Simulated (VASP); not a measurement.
# FeO (I4/mmm) in VASP: settings compared

FeO is run at these levels: LDA, PBE; tasks: single point.

All numbers are computed with VASP 6.6.1; they aren't measurements. Logs are shortened: lines on timing, memory, paths and dates and some standing lists are left out, and cuts for length are marked.

## Step 1: The cell of the first run

Symmetry: I4/mmm, No. 139, tetragonal system. The conventional cell has a = 3.204 Å, b = 3.204 Å, c = 4.167 Å, α = 90.00°, β = 90.00°, γ = 90.00°. Fe (site symmetry 4/mmm) has 6 O at 2.08 to 2.27 Å within 2.8 Å. Within 2.8 Å of O (site symmetry 4/mmm) lie 6 Fe at 2.08 to 2.27 Å.

## Step 2: Single point, LDA, collinear spin, ferromagnetic start

Input file INCAR:

```
SYSTEM = FeO
ALGO = Normal ; EDIFF = 1E-6
ENCUT = 520 ; GGA = CA
ISIF = 2 ; ISMEAR = -1
ISPIN = 2 ; LASPH = .True.
LCHARG = .False. ; LMAXMIX = 4
LORBIT = 11 ; LREAL = .False.
LWAVE = .False. ; MAGMOM = 3 0
NBANDS = 18 ; NELM = 150
PREC = Accurate ; SIGMA = 0.05
```

Input file KPOINTS:

```
k-points
0
Gamma
  12 12 12
  0 0 0
```

Input file POSCAR:

```
FeO
1.0
   -1.6021034130      1.6021034130      2.0833922500
    1.6021034130     -1.6021034130      2.0833922500
    1.6021034130      1.6021034130     -2.0833922500
Fe O
1 1
Direct
    0.0000000000      0.0000000000      0.0000000000
    0.5000000000      0.5000000000      0.0000000000
```

Potentials or basis: VASP PAW LDA potentials, release 64 (Fe, O).

The run is started by

```sh
$ cat potpaw_LDA.64/Fe/POTCAR potpaw_LDA.64/O/POTCAR > POTCAR
$ mpirun -np 1 vasp_std > vasp.out
```

OUTCAR:

```text
SYSTEM = FeO
   EDIFF = 1E-6
   ENCUT = 520
   GGA = CA
   ISIF = 2
   ISMEAR = -1
   ISPIN = 2
   LASPH = .True.
   LORBIT = 11
   LREAL = .False.
   NELM = 150
   PREC = Accurate

 ion  position               nearest neighbor table
   1  0.000  0.000  0.000-   2 2.08   2 2.08   2 2.27   2 2.27   2 2.27   2 2.27
   2  0.500  0.500  0.000-   1 2.08   1 2.08   1 2.27   1 2.27   1 2.27   1 2.27

  LATTYP: Found a body centered tetragonal cell.
 ALAT       =     3.2042068260
 C/A-ratio  =     1.3004105934

  Lattice vectors:

 A1 = (  -1.6021034130,   1.6021034130,   2.0833922500)
 A2 = (   1.6021034130,  -1.6021034130,   2.0833922500)
 A3 = (   1.6021034130,   1.6021034130,  -2.0833922500)

Analysis of symmetry for initial positions (statically):
=====================================================================
 Subroutine PRICEL returns:
 Original cell was already a primitive cell.

 Routine SETGRP: Setting up the symmetry group for a
 body centered tetragonal supercell.

 Subroutine GETGRP returns: Found 16 space group operations
 (whereof 16 operations were pure point group operations)
 out of a pool of 16 trial point group operations.

The static configuration has the point symmetry D_4h.

Analysis of symmetry for dynamics (positions and initial velocities):
=====================================================================
 Subroutine PRICEL returns:
 Original cell was already a primitive cell.

 Routine SETGRP: Setting up the symmetry group for a
 body centered tetragonal supercell.

 Subroutine GETGRP returns: Found 16 space group operations
 (whereof 16 operations were pure point group operations)
 out of a pool of 16 trial point group operations.

The dynamic configuration has the point symmetry D_4h.

Analysis of structural, dynamic, and magnetic symmetry:
=====================================================================
 Subroutine PRICEL returns:
 Original cell was already a primitive cell.

 Routine SETGRP: Setting up the symmetry group for a
 body centered tetragonal supercell.

 Subroutine GETGRP returns: Found 16 space group operations
 (whereof 16 operations were pure point group operations)
 out of a pool of 16 trial point group operations.

The overall configuration has the point symmetry D_4h.

 Subroutine INISYM returns: Found 16 space group operations
 (whereof 16 operations are pure point group operations),
 and found     1 'primitive' translations

----------------------------------------------------------------------------------------

                                     Primitive cell

  volume of cell :      21.3901

  direct lattice vectors                    reciprocal lattice vectors
    -1.602103413  1.602103413  2.083392250     0.000000000  0.312089717  0.239993213
     1.602103413 -1.602103413  2.083392250     0.312089717  0.000000000  0.239993213
     1.602103413  1.602103413 -2.083392250     0.312089717  0.312089717  0.000000000

  length of vectors
     3.077985373  3.077985373  3.077985373     0.393696245  0.393696245  0.441361510

  position of ions in fractional coordinates (direct lattice)
     0.000000000  0.000000000  0.000000000
     0.500000000  0.500000000  0.000000000

  ion indices of the primitive-cell ions
   primitive index   ion index
                 1           1
                 2           2

----------------------------------------------------------------------------------------

 KPOINTS: k-points

Automatic generation of k-mesh.
 Grid dimensions read from file:
 generate k-points for:   12   12   12

 Generating k-lattice:

  Cartesian coordinates                     Fractional coordinates (reciprocal lattice)
     0.000000000  0.026007476  0.019999434     0.083333333 -0.000000000  0.000000000
     0.026007476  0.000000000  0.019999434    -0.000000000  0.083333333  0.000000000
     0.026007476  0.026007476  0.000000000     0.000000000  0.000000000  0.083333333

  Length of vectors
     0.032808020  0.032808020  0.036780126

  Shift w.r.t. Gamma in fractional coordinates (k-lattice)
     0.000000000  0.000000000  0.000000000

 Subroutine IBZKPT returns following result:
 ===========================================

 Found    163 irreducible k-points:

 Following reciprocal coordinates:
            Coordinates               Weight
  0.000000  0.000000  0.000000      1.000000
  0.083333  0.000000 -0.000000      8.000000
  0.166667  0.000000 -0.000000      8.000000
  0.250000  0.000000 -0.000000      8.000000
  0.333333 -0.000000  0.000000      8.000000
  0.416667  0.000000 -0.000000      8.000000
[... 16 lines left out ...]
  0.500000  0.166667 -0.000000     16.000000
 -0.416667  0.166667  0.000000     16.000000
 [... further k-points ...]
   k-points           NKPTS =    163   k-points in BZ     NKDIM =    163   number of bands    NBANDS=     18
   number of dos      NEDOS =    301   number of ions     NIONS =      2
   total plane-waves  NPLWV =  13824
   dimension x,y,z NGX =    24 NGY =   24 NGZ =   24
   dimension x,y,z NGXF=    48 NGYF=   48 NGZF=   48
   ions per type =               1   1
   NGX,Y,Z   is equivalent  to a cutoff of  12.96, 12.96, 12.96 a.u.
   NGXF,Y,Z  is equivalent  to a cutoff of  25.93, 25.93, 25.93 a.u.
 SYSTEM =  FeO
   PREC   = accura    normal or accurate (medium, high low for compatibility)
   ISTART =      0    job   : 0-new  1-cont  2-samecut
   ICHARG =      2    charge: 1-file 2-atom 10-const
   ISPIN  =      2    spin polarized calculation?
   LNONCOLLINEAR =      F non collinear calculations
   LSORBIT =      F    spin-orbit coupling
   LASPH  =      T    aspherical Exc in radial PAW
   ENCUT  =  520.0 eV  38.22 Ry    6.18 a.u.   5.72  5.72  5.72*2*pi/ulx,y,z
   NELM   =    150;   NELMIN=  2; NELMDL= -5     # of ELM steps
   EDIFF  = 0.1E-05   stopping-criterion for ELM
   LREAL  =      F    real-space projection
   EDIFFG = 0.1E-04   stopping-criterion for IOM
   NSW    =      0    number of steps for IOM
   IBRION =     -1    ionic relax: 0-MD 1-quasi-New 2-CG
   NFREE  =      0    steps in history (QN), initial steepest desc. (CG)
   ISIF   =      2    stress and relaxation
   ISYM   =      2    0-nonsym 1-usesym 2-fastsym
   POTIM  = 0.5000    time-step for ionic-motion
   TEBEG  =    0.0;   TEEND  =   0.0 temperature during run
   PSTRESS=    0.0 pullay stress
   NELECT =      14.0000    total number of electrons
   NUPDOWN=      -1.0000    fix difference up-down
   EMIN   =  10.00;   EMAX   =-10.00  energy-range for DOS
   EFERMI =   0.00;   METHOD = LEGACY
   ISMEAR =    -1;   SIGMA  =   0.05  broadening in eV -4-tet -1-fermi 0-gaus
   EFERMI_NEDOS =   21; number of points for ismear=-14 and -15
   IALGO  =     38    algorithm
   IMIX   =      4    mixing-type and parameters
     AMIX     =   0.40;   BMIX     =  1.00
     AMIX_MAG =   1.60;   BMIX_MAG =  1.00
  volume/ion in A,a.u.               =      10.70        72.17
  Fermi-wavevector in a.u.,A,eV,Ry     =   1.421391  2.686039 27.488551  2.020352
  Thomas-Fermi vector in A             =   2.542205
   LORBIT       =     11    0 simple, 1 ext, 2 COOP (PROOUT), +10 PAW based schemes
   GGA     = CA    functional components
   LHFCALC =     F    Hartree Fock is set to
   AEXX    =    0.0000 exact exchange contribution
   IVDW    =     0    specifies the selected vdW correction
   LEPSILON=     F    determine dielectric tensor
   LRPA    =     F    only Hartree local field effects (RPA)
 spin polarized calculation
  energy-cutoff  :      520.00
  volume of cell :       21.39
 maximum number of plane-waves:       588
   NGX = 11   NGY = 11   NGZ = 11

 number of electron      14.0000002 magnetization       3.9883833

 Free energy of the ion-electron system (eV)
  ---------------------------------------------------
  ext. energy  EPLUGINS =         0.00000000
  ---------------------------------------------------
  free energy    TOTEN  =       -16.23298262 eV

  energy without entropy =      -16.21850709  energy(sigma->0) =      -16.22574486

 E-fermi :   5.1096     XC(G=0): -12.2590

 val. band max:        5.1039397536   @ k =  -0.2500   0.0833   0.0000
 cond. band min:       5.1101674822   @ k =   0.3333   0.2500   0.1667
 fundamental gap:      0.0062277285
 Fermi energy:         5.1095964182

 spin component 1

 k-point     1 :       0.0000    0.0000    0.0000
  band No.  band energies     occupation
      1     -14.7884      1.00000
      2       1.3932      1.00000
      3       1.4819      1.00000
      4       1.4819      1.00000
      5       1.6385      1.00000
      6       1.6385      1.00000
[... 10 lines left out ...]
     17      26.5012      0.00000
     18      26.6269      0.00000
[... 463 lines left out ...]
 k-point    24 :      -0.4167    0.1667    0.0000
  band No.  band energies     occupation
      1     -13.8964      1.00000
      2      -2.2217      1.00000
      3      -0.8916      1.00000
      4      -0.4941      1.00000
      5       1.8669      1.00000
      6       2.3154      1.00000
[... 10 lines left out ...]
     17      29.4436      0.00000
     18      31.7805      0.00000

 [... further k-points ...]

 spin component 2

 k-point     1 :       0.0000    0.0000    0.0000
  band No.  band energies     occupation
      1     -14.2291      1.00000
      2       1.9472      1.00000
      3       2.2493      1.00000
      4       2.2493      1.00000
      5       4.3603      1.00000
      6       4.3603      1.00000
[... 10 lines left out ...]
     17      27.6228      0.00000
     18      27.8962      0.00000
[... 463 lines left out ...]
 k-point    24 :      -0.4167    0.1667    0.0000
  band No.  band energies     occupation
      1     -13.3225      1.00000
      2      -1.4524      1.00000
      3       0.2713      1.00000
      4       0.7414      1.00000
      5       4.6841      0.99980
      6       5.4604      0.00090
[... 10 lines left out ...]
     17      30.2118      0.00000
     18      32.4907      0.00000

 [... further k-points ...]

------------------------ aborting loop because EDIFF is reached ----------------------------------------

  FORCE on cell =-STRESS in cart. coord.  units (eV):
  Direction    XX          YY          ZZ          XY          YZ          ZX
  --------------------------------------------------------------------------------------
  -------------------------------------------------------------------------------------
  Total       -3.0575278     -3.0575278     -2.8484684      0.0000000      0.0000000      0.0000000
  in kB     -229.0176038   -229.0176038   -213.3584592      0.0000000      0.0000000      0.0000000
  external PRESSURE =    -223.7978890 kB  Pullay stress =       0.0000000 kB

 VOLUME and BASIS-vectors are now :
 -----------------------------------------------------------------------------
  energy-cutoff  :      520.00
  volume of cell :       21.39
      direct lattice vectors                 reciprocal lattice vectors
    -1.602103413  1.602103413  2.083392250     0.000000000  0.312089717  0.239993213
     1.602103413 -1.602103413  2.083392250     0.312089717  0.000000000  0.239993213
     1.602103413  1.602103413 -2.083392250     0.312089717  0.312089717  0.000000000

 POSITION                                       TOTAL-FORCE (eV/Angst)
 -----------------------------------------------------------------------------------
      0.00000      0.00000      0.00000         0.000000     -0.000000      0.000000
      0.00000      0.00000      2.08339        -0.000000      0.000000      0.000000
 -----------------------------------------------------------------------------------
    total drift:                               -0.000000      0.000000     -0.000000

  FREE ENERGIE OF THE ION-ELECTRON SYSTEM (eV)
  ---------------------------------------------------
  free  energy   TOTEN  =       -16.2329826247 eV

  energy  without entropy=      -16.2185070873  energy(sigma->0) =      -16.22574486

 total charge

# of ion       s       p       d       tot
------------------------------------------
    1        0.284   0.331   6.073   6.689
    2        1.546   3.378   0.000   4.924
--------------------------------------------------
tot          1.830   3.710   6.073  11.612

 magnetization (x)

# of ion       s       p       d       tot
------------------------------------------
    1        0.027   0.019   3.520   3.566
    2        0.027   0.283   0.000   0.310
--------------------------------------------------
tot          0.053   0.302   3.520   3.875
```

Wall time 2.1 min (1 thread of Intel Xeon 8259CL, shared host); peak memory 0.21 GiB.

Results:

- Free energy: -16.2330 eV
- Pressure: -22.4 GPa
- Band gap on the k mesh: zero (filled and empty bands overlap)
- Net moment: 3.99 μB per cell
- Site moments: Fe +3.57; O +0.31 μB
- Valence electrons inside the program's atomic spheres: Fe 6.69; O 4.92

Stress tensor (GPa, compression positive):
```
-22.90   0.00   0.00
  0.00 -22.90   0.00
  0.00   0.00 -21.34
```

Caveat: the cell stands under tension; a cell with one magnetic atom can't hold antiferromagnetic order, which such compounds often take; semilocal functionals often make such compounds metallic where correlation or magnetic order opens a gap, which also shifts bond lengths.

## Step 3: Single point, PBE, collinear spin, ferromagnetic start

Input file INCAR:

```
PREC = Accurate
ENCUT = 520
EDIFF = 1E-6
ISMEAR = -1
SIGMA = 0.05
LREAL = False
LASPH = True
NELM = 150
ALGO = Normal
ISIF = 2
LWAVE = False
LCHARG = True
ISPIN = 2
MAGMOM = 4.5 0
LORBIT = 11
LMAXMIX = 4
GGA = PE
LELF = True
LVHAR = True
NBANDS = 18
```

Input file KPOINTS:

```
Automatic mesh
0
Gamma
  12 12 12
```

POSCAR is that of step 2.

Potentials or basis: VASP PAW PBE potentials, release 64 (Fe, O).

The run is started by

```sh
$ cat potpaw_PBE.64/Fe/POTCAR potpaw_PBE.64/O/POTCAR > POTCAR
$ mpirun -np 1 vasp_std > vasp.out
```

Wall time 2.6 min (1 thread of Intel Xeon 8259CL, shared host); peak memory 0.22 GiB.

The run converged. Its results:

```
Free energy                                           : -14.8704 eV
Pressure                                              : -8.7 GPa
Band gap on the k mesh                                : zero (filled and empty bands overlap)
Net moment                                            : 4.00 μB per cell
Site moments                                          : Fe +3.62; O +0.29 μB
Valence electrons inside the program's atomic spheres : Fe 6.66; O 4.97
```

Stress tensor (GPa, compression positive):
```
-10.41   0.00   0.00
  0.00 -10.41   0.00
  0.00   0.00  -5.35
```

Levels at points of the mesh, in eV from the Fermi level:
Spin up:
```
           k point  band 5  band 6  band 7  band 8  band 9  band 10  band 11  band 12  band 13  band 14
(0.00, 0.00, 0.00)   -3.76   -3.63   -3.56   -3.54   -3.54    -0.12    15.32    16.54    16.54    16.66
(0.50, 0.00, 0.00)   -3.10   -3.05   -2.51   -0.82   -0.21     3.89     7.90    11.22    13.17    18.52
(0.50, 0.50, 0.00)   -4.35   -3.38   -2.89   -2.87   -2.82     4.85     7.94    10.85    13.64    14.97
(0.50, 0.50, 0.50)   -4.52   -3.29   -2.87   -2.87   -2.80     4.98     9.02     9.80    13.31    13.31
```
Spin down:
```
           k point  band 3  band 4  band 5  band 6  band 7  band 8
(0.00, 0.00, 0.00)   -2.96   -2.96   -0.72   -0.72   -0.47   -0.23
(0.50, 0.00, 0.00)   -4.92   -4.74    0.22    0.51    0.62    2.27
(0.50, 0.50, 0.00)   -4.35   -3.79   -1.81    0.48    0.59    0.77
(0.50, 0.50, 0.50)   -4.31   -4.31   -1.94    0.70    0.70    0.79
```

Caveat: the cell stands under tension; a cell with one magnetic atom can't hold antiferromagnetic order, which such compounds often take; semilocal functionals often make such compounds metallic where correlation or magnetic order opens a gap, which also shifts bond lengths.
